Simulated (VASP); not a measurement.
# KCl (Pm-3m) in VASP: notebook

Runs on KCl. Level: PBE. Tasks: single point.

All numbers are computed with VASP 6.6.1; they aren't measurements. Logs are shortened: lines on timing, memory, paths and dates and some standing lists are left out, and cuts for length are marked.

## 1. The cell of the first run

It takes space group Pm-3m (No. 221, cubic). The conventional cell has a = 3.560 Å, b = 3.560 Å, c = 3.560 Å, α = 90.00°, β = 90.00°, γ = 90.00°. Within 4.1 Å of K (site symmetry m-3m) lie 8 Cl at 3.08 Å and 6 K at 3.56 Å. Cl (site symmetry m-3m) has 8 K at 3.08 Å and 6 Cl at 3.56 Å within 4.1 Å.

## 2. Single point, PBE (volume scaled by 0.800)

The input, INCAR:

```
SYSTEM = KCl
PREC = Accurate
ENCUT = 520
EDIFF = 1E-6
ISMEAR = 0
SIGMA = 0.05
LREAL = .FALSE.
LASPH = .TRUE.
NELM = 60
ALGO = Normal
ISIF = 2
LWAVE = .FALSE.
LCHARG = .FALSE.
GGA = PE
NBANDS = 15
```

The input, KPOINTS:

```
regular mesh
0
G
  8 8 8
  0 0 0
```

The input, POSCAR:

```
KCl
1.0
    3.5604884759      0.0000000000      0.0000000000
    0.0000000000      3.5604884759      0.0000000000
    0.0000000000      0.0000000000      3.5604884759
K Cl
1 1
Direct
    0.0000000000      0.0000000000      0.0000000000
    0.5000000000      0.5000000000      0.5000000000
```

Potentials or basis: VASP PAW PBE potentials, release 64 (K_sv, Cl).

Launch:

```
$ cat potpaw_PBE.64/K_sv/POTCAR potpaw_PBE.64/Cl/POTCAR > POTCAR
$ mpirun -np 1 vasp_std > vasp.out
```

OUTCAR:

```text
SYSTEM = KCl
   PREC = Accurate
   ENCUT = 520
   EDIFF = 1E-6
   ISMEAR = 0
   LREAL = .FALSE.
   LASPH = .TRUE.
   NELM = 60
   ISIF = 2
   GGA = PE

 ion  position               nearest neighbor table
   1  0.000  0.000  0.000-   2 3.08   2 3.08   2 3.08   2 3.08   2 3.08   2 3.08   2 3.08   2 3.08

   2  0.500  0.500  0.500-   1 3.08   1 3.08   1 3.08   1 3.08   1 3.08   1 3.08   1 3.08   1 3.08

  LATTYP: Found a simple cubic cell.
 ALAT       =     3.5604884759

  Lattice vectors:

 A1 = (   3.5604884759,   0.0000000000,   0.0000000000)
 A2 = (   0.0000000000,   3.5604884759,   0.0000000000)
 A3 = (   0.0000000000,   0.0000000000,   3.5604884759)

Analysis of symmetry for initial positions (statically):
=====================================================================
 Subroutine PRICEL returns:
 Original cell was already a primitive cell.

 Routine SETGRP: Setting up the symmetry group for a
 simple cubic supercell.

 Subroutine GETGRP returns: Found 48 space group operations
[... 9 lines left out ...]

 Routine SETGRP: Setting up the symmetry group for a
 simple cubic supercell.

 Subroutine GETGRP returns: Found 48 space group operations
[... 11 lines left out ...]
                                     Primitive cell

  volume of cell :      45.1366

  direct lattice vectors                    reciprocal lattice vectors
     3.560488476  0.000000000  0.000000000     0.280860339  0.000000000  0.000000000
     0.000000000  3.560488476  0.000000000     0.000000000  0.280860339  0.000000000
     0.000000000  0.000000000  3.560488476     0.000000000  0.000000000  0.280860339

  length of vectors
     3.560488476  3.560488476  3.560488476     0.280860339  0.280860339  0.280860339

  position of ions in fractional coordinates (direct lattice)
     0.000000000  0.000000000  0.000000000
     0.500000000  0.500000000  0.500000000

  ion indices of the primitive-cell ions
   primitive index   ion index
                 1           1
                 2           2

----------------------------------------------------------------------------------------

 KPOINTS: regular mesh

Automatic generation of k-mesh.
 Grid dimensions read from file:
 generate k-points for:    8    8    8

 Generating k-lattice:

  Cartesian coordinates                     Fractional coordinates (reciprocal lattice)
     0.035107542  0.000000000  0.000000000     0.125000000  0.000000000  0.000000000
     0.000000000  0.035107542  0.000000000     0.000000000  0.125000000  0.000000000
     0.000000000  0.000000000  0.035107542     0.000000000  0.000000000  0.125000000

[... 66 lines left out ...]
   PSTRESS=    0.0 pullay stress
   NELECT =      16.0000    total number of electrons
   NUPDOWN=      -1.0000    fix difference up-down
   EMIN   =  10.00;   EMAX   =-10.00  energy-range for DOS
   EFERMI =   0.00;   METHOD = LEGACY
   ISMEAR =     0;   SIGMA  =   0.05  broadening in eV -4-tet -1-fermi 0-gaus
   EFERMI_NEDOS =   21; number of points for ismear=-14 and -15
   IALGO  =     38    algorithm
   IMIX   =      4    mixing-type and parameters
     AMIX     =   0.40;   BMIX     =  1.00
     AMIX_MAG =   1.60;   BMIX_MAG =  1.00
  volume/ion in A,a.u.               =      22.57       152.30
  Fermi-wavevector in a.u.,A,eV,Ry     =   1.158613  2.189462 18.264259  1.342385
  Thomas-Fermi vector in A             =   2.295214
   LORBIT       =      0    0 simple, 1 ext, 2 COOP (PROOUT), +10 PAW based schemes
   GGA     = PE    functional components
   LHFCALC =     F    Hartree Fock is set to
   AEXX    =    0.0000 exact exchange contribution
   IVDW    =     0    specifies the selected vdW correction
   LEPSILON=     F    determine dielectric tensor
   LRPA    =     F    only Hartree local field effects (RPA)
 non-spin polarized calculation
 Gauss-broadening in eV      SIGMA  =   0.05
  energy-cutoff  :      520.00
  volume of cell :       45.14
 maximum number of plane-waves:      1235
 NGX is ok and might be reduce to    28
   NGX = 13   NGY = 13   NGZ = 13

 number of electron      16.0000005 magnetization

 Free energy of the ion-electron system (eV)
  ---------------------------------------------------
  ext. energy  EPLUGINS =         0.00000000
  ---------------------------------------------------
  free energy    TOTEN  =        -6.44552542 eV

  energy without entropy =       -6.44552542  energy(sigma->0) =       -6.44552542

 E-fermi :   0.7929     XC(G=0):  -9.0963

 val. band max:        0.4571962356   @ k =   0.5000   0.5000   0.0000
 cond. band min:       6.3880850089   @ k =   0.0000   0.0000   0.0000
 fundamental gap:      5.9308887734
 Fermi energy:         0.7928770324

 k-point     1 :       0.0000    0.0000    0.0000
  band No.  band energies     occupation
      1     -27.2980      2.00000
      2     -12.6128      2.00000
      3     -10.6222      2.00000
      4     -10.6222      2.00000
      5     -10.6222      2.00000
      6       0.2187      2.00000
      7       0.2187      2.00000
      8       0.2187      2.00000
      9       6.3881      0.00000
     10       6.7125      0.00000
     11       6.7125      0.00000
     12      11.6598      0.00000
     13      11.6598      0.00000
     14      11.6598      0.00000
[... 401 lines left out ...]
      2     -12.2792      2.00000
      3     -10.9816      2.00000
      4     -10.9175      2.00000
      5     -10.5781      2.00000
      6      -1.2517      2.00000
      7      -0.9946      2.00000
      8       0.0806      2.00000
      9       7.3537      0.00000
     10       8.6511      0.00000
     11       9.6358      0.00000
     12       9.8186      0.00000
     13      12.0410      0.00000
     14      12.9772      0.00000
     15      13.8699      0.00000

 [... further k-points ...]

------------------------ aborting loop because EDIFF is reached ----------------------------------------

  FORCE on cell =-STRESS in cart. coord.  units (eV):
  Direction    XX          YY          ZZ          XY          YZ          ZX
  --------------------------------------------------------------------------------------
  -------------------------------------------------------------------------------------
  Total        2.0388905      2.0388905      2.0388905     -0.0000000      0.0000000     -0.0000000
  in kB       72.3728608     72.3728608     72.3728608     -0.0000000      0.0000000     -0.0000000
  external PRESSURE =      72.3728608 kB  Pullay stress =       0.0000000 kB

 VOLUME and BASIS-vectors are now :
 -----------------------------------------------------------------------------
  energy-cutoff  :      520.00
  volume of cell :       45.14
      direct lattice vectors                 reciprocal lattice vectors
     3.560488476  0.000000000  0.000000000     0.280860339  0.000000000  0.000000000
     0.000000000  3.560488476  0.000000000     0.000000000  0.280860339  0.000000000
     0.000000000  0.000000000  3.560488476     0.000000000  0.000000000  0.280860339

 POSITION                                       TOTAL-FORCE (eV/Angst)
 -----------------------------------------------------------------------------------
      0.00000      0.00000      0.00000         0.000000      0.000000      0.000000
      1.78024      1.78024      1.78024         0.000000      0.000000      0.000000
 -----------------------------------------------------------------------------------
    total drift:                               -0.000000      0.000000      0.000000

  FREE ENERGIE OF THE ION-ELECTRON SYSTEM (eV)
  ---------------------------------------------------
  free  energy   TOTEN  =        -6.4455254157 eV

  energy  without entropy=       -6.4455254157  energy(sigma->0) =       -6.44552542
```

Run time: 32 s. Hardware: 1 thread of Intel Xeon 8259CL, shared host; peak memory 0.17 GiB.

What came out:

```yaml
Free_energy: -6.4455 eV
Pressure: 7.2 GPa
Band_gap_on_the_k_mesh: 5.93 eV, indirect (least direct gap 6.17 eV)
```

 A k mesh can miss the band edges.

## 3. Single point, PBE (volume scaled by 0.840)

The input, INCAR:

```
SYSTEM = KCl
PREC = Accurate
ENCUT = 520
EDIFF = 1E-7
ISMEAR = 0
SIGMA = 0.05
LREAL = .False.
LASPH = .True.
NELM = 80
ALGO = Normal
ISIF = 2
LWAVE = .False.
LCHARG = .False.
GGA = PE
NBANDS = 15
```

The input, KPOINTS:

```
regular mesh
0
Gamma
  8 8 8
  0 0 0
```

The input, POSCAR:

```
KCl
1.0
    3.6188675154      0.0000000000      0.0000000000
    0.0000000000      3.6188675154      0.0000000000
    0.0000000000      0.0000000000      3.6188675154
K Cl
1 1
Direct
    0.0000000000      0.0000000000      0.0000000000
    0.5000000000      0.5000000000      0.5000000000
```

Potentials or basis: VASP PAW PBE potentials, release 64 (K_sv, Cl).

Launch:

```
$ cat potpaw_PBE.64/K_sv/POTCAR potpaw_PBE.64/Cl/POTCAR > POTCAR
$ mpirun -np 1 vasp_std > vasp.out
```

Run time: 33 s. Hardware: 1 thread of Intel Xeon 8259CL, shared host; peak memory 0.17 GiB.

The run converged. Its results:

| Quantity | Value |
| --- | --- |
| Free energy | -6.5321 eV |
| Pressure | 5.0 GPa |
| Band gap on the k mesh | 5.65 eV, indirect (least direct gap 5.88 eV) |

Levels at points of the mesh, in eV from the valence-band top:
| k point | band 6 | band 7 | band 8 | band 9 | band 10 | band 11 |
| --- | --- | --- | --- | --- | --- | --- |
| (0.00, 0.00, 0.00) | -0.23 | -0.23 | -0.23 | 5.65 | 6.35 | 6.35 |
| (0.50, 0.00, 0.00) | -2.27 | -0.30 | -0.30 | 7.98 | 8.64 | 9.27 |
| (0.50, 0.50, 0.00) | -1.47 | -1.47 | 0.00 | 6.27 | 7.49 | 9.06 |
| (0.50, 0.50, 0.50) | -1.78 | -1.78 | -1.78 | 9.39 | 9.39 | 9.39 |

 A k mesh can miss the band edges.

## 4. Single point, PBE (volume scaled by 0.880)

The input, INCAR:

```
  PREC = Accurate
  ENCUT = 520
  EDIFF = 1E-6
  ISMEAR = 0
  SIGMA = 0.05
  LREAL = F
  LASPH = T
  NELM = 60
  ALGO = Normal
  ISIF = 2
  LWAVE = F
  LCHARG = F
  GGA = PE
  NBANDS = 15
```

The input, KPOINTS:

```
regular mesh
0
Gamma
  8 8 8
```

The input, POSCAR:

```
KCl
1.0
    3.6754214550      0.0000000000      0.0000000000
    0.0000000000      3.6754214550      0.0000000000
    0.0000000000      0.0000000000      3.6754214550
K Cl
1 1
Direct
    0.0000000000      0.0000000000      0.0000000000
    0.5000000000      0.5000000000      0.5000000000
```

Potentials or basis: VASP PAW PBE potentials, release 64 (K_sv, Cl).

Launch:

```
$ cat potpaw_PBE.64/K_sv/POTCAR potpaw_PBE.64/Cl/POTCAR > POTCAR
$ mpirun -np 1 vasp_std > vasp.out
```

OUTCAR:

```text
PREC = Accurate
   ENCUT = 520
   EDIFF = 1E-6
   ISMEAR = 0
   LREAL = F
   LASPH = T
   NELM = 60
   ISIF = 2
   GGA = PE

 ion  position               nearest neighbor table
   1  0.000  0.000  0.000-   2 3.18   2 3.18   2 3.18   2 3.18   2 3.18   2 3.18   2 3.18   2 3.18

   2  0.500  0.500  0.500-   1 3.18   1 3.18   1 3.18   1 3.18   1 3.18   1 3.18   1 3.18   1 3.18

  LATTYP: Found a simple cubic cell.
 ALAT       =     3.6754214550

  Lattice vectors:

 A1 = (   3.6754214550,   0.0000000000,   0.0000000000)
 A2 = (   0.0000000000,   3.6754214550,   0.0000000000)
 A3 = (   0.0000000000,   0.0000000000,   3.6754214550)

Analysis of symmetry for initial positions (statically):
=====================================================================
 Subroutine PRICEL returns:
 Original cell was already a primitive cell.

 Routine SETGRP: Setting up the symmetry group for a
 simple cubic supercell.

 Subroutine GETGRP returns: Found 48 space group operations
[... 9 lines left out ...]

 Routine SETGRP: Setting up the symmetry group for a
 simple cubic supercell.
[... 165 lines left out ...]
      3     -11.3503      2.00000
      4     -11.3503      2.00000
      5     -11.3503      2.00000
      6      -0.3622      2.00000
      7      -0.3622      2.00000
      8      -0.3622      2.00000
      9       5.2653      0.00000
     10       6.2882      0.00000
     11       6.2882      0.00000
     12      10.8469      0.00000
     13      10.8469      0.00000
     14      10.8469      0.00000
[... 401 lines left out ...]
      2     -12.6966      2.00000
      3     -11.6185      2.00000
      4     -11.5717      2.00000
      5     -11.3210      2.00000
      6      -1.6566      2.00000
      7      -1.4230      2.00000
      8      -0.4535      2.00000
      9       6.6899      0.00000
     10       7.8881      0.00000
     11       8.9644      0.00000
     12       9.1188      0.00000
     13      10.9057      0.00000
     14      11.6234      0.00000
     15      12.7638      0.00000

 [... further k-points ...]

------------------------ aborting loop because EDIFF is reached ----------------------------------------

  FORCE on cell =-STRESS in cart. coord.  units (eV):
  Direction    XX          YY          ZZ          XY          YZ          ZX
  --------------------------------------------------------------------------------------
  -------------------------------------------------------------------------------------
  Total        1.0223211      1.0223211      1.0223211      0.0000000      0.0000000     -0.0000000
  in kB       32.9895550     32.9895550     32.9895550      0.0000000      0.0000000     -0.0000000
  external PRESSURE =      32.9895550 kB  Pullay stress =       0.0000000 kB

 VOLUME and BASIS-vectors are now :
 -----------------------------------------------------------------------------
  energy-cutoff  :      520.00
  volume of cell :       49.65
      direct lattice vectors                 reciprocal lattice vectors
     3.675421455  0.000000000  0.000000000     0.272077641  0.000000000  0.000000000
     0.000000000  3.675421455  0.000000000     0.000000000  0.272077641  0.000000000
     0.000000000  0.000000000  3.675421455     0.000000000  0.000000000  0.272077641

 POSITION                                       TOTAL-FORCE (eV/Angst)
 -----------------------------------------------------------------------------------
      0.00000      0.00000      0.00000         0.000000      0.000000      0.000000
      1.83771      1.83771      1.83771         0.000000      0.000000      0.000000
 -----------------------------------------------------------------------------------
    total drift:                               -0.000000      0.000000      0.000000

  FREE ENERGIE OF THE ION-ELECTRON SYSTEM (eV)
  ---------------------------------------------------
  free  energy   TOTEN  =        -6.5910589771 eV

  energy  without entropy=       -6.5910589771  energy(sigma->0) =       -6.59105898
```

stdout:

```text
POSCAR found type information on POSCAR K Cl
 POSCAR found :  2 types and       2 ions
 scaLAPACK will be used
 LDA part: xc-table for (Slater+PW92), standard interpolation
 POSCAR, INCAR and KPOINTS ok, starting setup
 FFT: planning ... GRIDC
 FFT: planning ... GRID_SOFT
 FFT: planning ... GRID
 WAVECAR not read
 entering main loop
```

Wall time 32 s (1 thread of Intel Xeon 8259CL, shared host); peak memory 0.17 GiB.

Results:

```
Free energy            : -6.5911 eV
Pressure               : 3.3 GPa
Band gap on the k mesh : 5.40 eV, indirect (least direct gap 5.63 eV)
```

 A k mesh can miss the band edges.

[end of part 1 of 2]
